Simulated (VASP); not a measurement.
CsH, 2 atoms in the cell. Symmetry: Fm-3m, No. 225, cubic system. The conventional cell has a = 6.246 Å, b = 6.246 Å, c = 6.246 Å, α = 90.00°, β = 90.00°, γ = 90.00°. Within 4.1 Å of Cs (site symmetry m-3m) lie 6 H at 3.12 Å. Within 4.1 Å of H (site symmetry m-3m) lie 6 Cs at 3.12 Å. 

| Property | Result |
| --- | --- |
| Program | VASP 6.6.1 |
| Task | single point |
| Functional | r2SCAN |
| Potentials or basis | VASP PAW PBE potentials, release 64 (Cs_sv, H) |
| Cutoff | 520 eV |
| k mesh | 8 × 8 × 8 |
| Occupations | fermi-dirac, width 0.02 eV |
| Spin | no spin polarisation |
| Dipole correction | no |
| Further INCAR settings | ALGO = Normal; EDIFF = 1e-06; NBANDS = 12 |

Potentials or basis: VASP PAW PBE potentials, release 64 (Cs_sv, H).

The run is started by

```sh
$ cat potpaw_PBE.64/Cs_sv/POTCAR potpaw_PBE.64/H/POTCAR > POTCAR
$ cp INCAR.step1 INCAR
$ mpirun -np 1 vasp_std > vasp.out
$ cp INCAR.step2 INCAR
$ mpirun -np 1 vasp_std > vasp.out
```

Hardware: 1 thread of Intel(R) Xeon(R) Platinum 8259CL CPU @ 2.50GHz (Skylake/Cascade Lake), on a shared host.

Problem. Estimate the wall time of this run.

Solution. Run time: 97 s on 1 thread of Intel(R) Xeon(R) Platinum 8259CL CPU @ 2.50GHz (Skylake/Cascade Lake), with other jobs on the host, peak memory 0.22 GiB. Counts: k points 29.
